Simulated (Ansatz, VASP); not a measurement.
WC in VASP and in Ansatz

```
CELL_PARAMETERS angstrom
2.86130 0.00000 0.00000
-1.43065 2.47796 0.00000
0.00000 0.00000 2.79077
ATOMIC_POSITIONS crystal
W 0.00000 0.00000 0.00000
C 0.66667 0.33333 0.50000
```

Change from the starting cell: volume scaled by 0.96.

Alike in both runs: task single point; functional PBE; k mesh 13 × 13 × 12; occupations fermi-dirac, width 0.05 eV; no spin polarisation.

```csv
,VASP,Ansatz
version,VASP 6.6.1,Ansatz 0.2.0
potentials or method,"VASP PAW PBE potentials, release 64 (W_sv, C), cutoff 520 eV","all-electron LAPW, scalar-relativistic"
```

```tsv
	VASP	Ansatz	Ansatz less VASP
pressure (GPa)	28.5	27.1	-1.41
traceless stress, the component that is largest in VASP (GPa)	2.13	1.88	-0.256
```

Ansatz ran all-electron here, and VASP with PAW potentials.

Neither program's run includes spin-orbit coupling.
